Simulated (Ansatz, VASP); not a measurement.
TaN in VASP and in Ansatz

Contents of INCAR:

```
ALGO     = Normal         # electronic algorithm
EDIFF    = 1E-6           # SCF threshold, eV
ENCUT    = 520            # plane-wave cutoff, eV
GGA_COMPAT= F            
ISIF     = 2              # what is computed and relaxed
ISMEAR   = 0              # smearing method
LASPH    = T              # aspherical terms in the spheres
LCHARG   = T              # write CHGCAR
LDAU     = T              # DFT+U
LDAUJ    = 0 0          
LDAUL    = 2 -1           # shell
LDAUPRINT= 1            
LDAUTYPE = 2            
LDAUU    = 7 0            # U, eV
LMAXMIX  = 4              # l up to which the mixer works
LNONCOLLINEAR= T              # non-collinear magnetism
LORBIT   = 11             # projections on sites
LORBMOM  = T            
LREAL    = F              # projectors in reciprocal space
LSORBIT  = T              # spin-orbit coupling
LVHAR    = T            
LWAVE    = F              # write WAVECAR
MAGMOM   = 0 0 0.74 0 0 -0.74 0 0 -0.04 0 0 0.04 # initial moments
NBANDS   = 46             # bands
NELM     = 150            # most SCF steps
PREC     = Accurate       # precision mode
SIGMA    = 0.05           # smearing width, eV
```

File KPOINTS:

```
k-points
0
Gamma
  7 7 7
```

POSCAR

```
TaN
1.0
    0.0000000000      2.1790013100      2.1790013100
    4.3580026200      2.1790013100      2.1790013100
    4.3580026200      4.3580026200      0.0000000000
Ta N
2 2
Direct
    0.5000000000      0.5000000000      0.0000000000
    0.5000000000      0.5000000000      0.5000000000
    0.0000000000      0.0000000000      0.0000000000
    0.0000000000      0.0000000000      0.5000000000
```

Input for Ansatz:

```yaml
crystal:
  lattice:
    - [0.0, 2.17900131, 2.17900131]
    - [4.35800262, 2.17900131, 2.17900131]
    - [4.35800262, 4.35800262, 0.0]
  atoms:
    - { symbol: Ta, position: [0.5, 0.5, 0.0], spin: 2.0, spin_axis: [0.0, 0.0, 1.0] }
    - { symbol: "N", position: [0.0, 0.0, 0.0] }
    - { symbol: Ta, position: [0.5, 0.5, 0.5], spin: 2.0, spin_axis: [0.866025, 0.0, -0.5] }
    - { symbol: "N", position: [0.0, 0.0, 0.5] }
basis:
  ecutwfc: 420
  ecutrho_ratio: 4
kpoints:
  mp_grid: { grid: [7, 7, 7] }
hamiltonian:
  xc: lda
  hubbard:
    sites:
      - { site: 0, l: d, u_eff: 7.0, starting_ns: [{ occupation_matrix: s0 }] }
      - { site: 2, l: d, u_eff: 7.0, starting_ns: [{ occupation_matrix: s2 }] }
    occupation_matrices:
      s0:
        spinor_matrix:
          - [[0.02, 0.0], [0.0, 0.0], [0.0, 0.0], [0.0, 0.0], [0.0, 0.0], [0.0, 0.0], [0.0, 0.0], [0.0, 0.0], [0.0, 0.0], [0.0, 0.0]]
          - [[0.0, 0.0], [0.97, 0.0], [0.0, 0.0], [0.0, 0.0], [0.0, 0.0], [0.0, 0.0], [0.0, 0.0], [0.0, 0.0], [0.0, 0.0], [0.0, 0.0]]
          - [[0.0, 0.0], [0.0, 0.0], [0.02, 0.0], [0.0, 0.0], [0.0, 0.0], [0.0, 0.0], [0.0, 0.0], [0.0, 0.0], [0.0, 0.0], [0.0, 0.0]]
          - [[0.0, 0.0], [0.0, 0.0], [0.0, 0.0], [0.02, 0.0], [0.0, 0.0], [0.0, 0.0], [0.0, 0.0], [0.0, 0.0], [0.0, 0.0], [0.0, 0.0]]
          - [[0.0, 0.0], [0.0, 0.0], [0.0, 0.0], [0.0, 0.0], [0.97, 0.0], [0.0, 0.0], [0.0, 0.0], [0.0, 0.0], [0.0, 0.0], [0.0, 0.0]]
          - [[0.0, 0.0], [0.0, 0.0], [0.0, 0.0], [0.0, 0.0], [0.0, 0.0], [0.02, 0.0], [0.0, 0.0], [0.0, 0.0], [0.0, 0.0], [0.0, 0.0]]
          - [[0.0, 0.0], [0.0, 0.0], [0.0, 0.0], [0.0, 0.0], [0.0, 0.0], [0.0, 0.0], [0.02, 0.0], [0.0, 0.0], [0.0, 0.0], [0.0, 0.0]]
          - [[0.0, 0.0], [0.0, 0.0], [0.0, 0.0], [0.0, 0.0], [0.0, 0.0], [0.0, 0.0], [0.0, 0.0], [0.02, 0.0], [0.0, 0.0], [0.0, 0.0]]
          - [[0.0, 0.0], [0.0, 0.0], [0.0, 0.0], [0.0, 0.0], [0.0, 0.0], [0.0, 0.0], [0.0, 0.0], [0.0, 0.0], [0.02, 0.0], [0.0, 0.0]]
          - [[0.0, 0.0], [0.0, 0.0], [0.0, 0.0], [0.0, 0.0], [0.0, 0.0], [0.0, 0.0], [0.0, 0.0], [0.0, 0.0], [0.0, 0.0], [0.02, 0.0]]
      s2:
        spinor_matrix:
          - [[0.02, 0.0], [0.0, 0.0], [0.0, 0.0], [0.0, 0.0], [0.0, 0.0], [0.0, 0.0], [0.0, 0.0], [0.0, 0.0], [0.0, 0.0], [0.0, 0.0]]
          - [[0.0, 0.0], [0.2575, 0.0], [0.0, 0.0], [0.0, 0.0], [0.0, 0.0], [0.0, 0.0], [0.41136, 0.0], [0.0, 0.0], [0.0, 0.0], [0.0, 0.0]]
          - [[0.0, 0.0], [0.0, 0.0], [0.02, 0.0], [0.0, 0.0], [0.0, 0.0], [0.0, 0.0], [0.0, 0.0], [0.0, 0.0], [0.0, 0.0], [0.0, 0.0]]
          - [[0.0, 0.0], [0.0, 0.0], [0.0, 0.0], [0.02, 0.0], [0.0, 0.0], [0.0, 0.0], [0.0, 0.0], [0.0, 0.0], [0.0, 0.0], [0.0, 0.0]]
          - [[0.0, 0.0], [0.0, 0.0], [0.0, 0.0], [0.0, 0.0], [0.2575, 0.0], [0.0, 0.0], [0.0, 0.0], [0.0, 0.0], [0.0, 0.0], [0.41136, 0.0]]
          - [[0.0, 0.0], [0.0, 0.0], [0.0, 0.0], [0.0, 0.0], [0.0, 0.0], [0.02, 0.0], [0.0, 0.0], [0.0, 0.0], [0.0, 0.0], [0.0, 0.0]]
          - [[0.0, 0.0], [0.41136, 0.0], [0.0, 0.0], [0.0, 0.0], [0.0, 0.0], [0.0, 0.0], [0.7325, 0.0], [0.0, 0.0], [0.0, 0.0], [0.0, 0.0]]
          - [[0.0, 0.0], [0.0, 0.0], [0.0, 0.0], [0.0, 0.0], [0.0, 0.0], [0.0, 0.0], [0.0, 0.0], [0.02, 0.0], [0.0, 0.0], [0.0, 0.0]]
          - [[0.0, 0.0], [0.0, 0.0], [0.0, 0.0], [0.0, 0.0], [0.0, 0.0], [0.0, 0.0], [0.0, 0.0], [0.0, 0.0], [0.02, 0.0], [0.0, 0.0]]
          - [[0.0, 0.0], [0.0, 0.0], [0.0, 0.0], [0.0, 0.0], [0.41136, 0.0], [0.0, 0.0], [0.0, 0.0], [0.0, 0.0], [0.0, 0.0], [0.7325, 0.0]]
    ns_hold: { iters: 8 }
scf:
  occupations: { method: gaussian, width: 0.05 }
  lower_state_search: "off"
  max_iter: 150
output:
  forces: true
  stress: true
  eigenvalues: true
  populations: true
  hubbard: { sites: [{ site: 0, l: d }, { site: 2, l: d }] }
  write_density: true
  write_potential: true
  elf: true
  volumetric_format: npy
magnetization:
  noncollinear: true
  spin_orbit: true
```

Alike in both runs: task single point; functional LDA; k mesh 7 × 7 × 7; occupations gaussian, width 0.05 eV; non-collinear spin, spin-orbit coupling; Hubbard terms Ta d U = 7.0 eV.

|  | VASP | Ansatz |
| --- | --- | --- |
| version | VASP 6.6.1 | Ansatz 0.2.0 |
| potentials or method | VASP PAW LDA potentials, release 64 (Ta_pv, N), cutoff 520 eV | plane waves, PAW |
| valence electrons in the cell | 32 | 36 |

```tsv
	VASP	Ansatz	Ansatz less VASP
pressure (GPa)	23.9	29.4	+5.48
net moment per atom (μB)	0.00	0.00	0.000
```

LDA's correlation is that of Perdew and Zunger in VASP and of Perdew and Wang (1992) in Ansatz. The programs project onto different local orbitals, so the same U acts differently, and such runs can settle in different states. VASP's potentials hold 32 valence electrons a cell and Ansatz's 36, so a difference there can come from the potentials and not from the codes. Ansatz's warnings: filled band counts differ across k points, seeded moment not kept, specified occupation not kept, stress scf threshold loose.
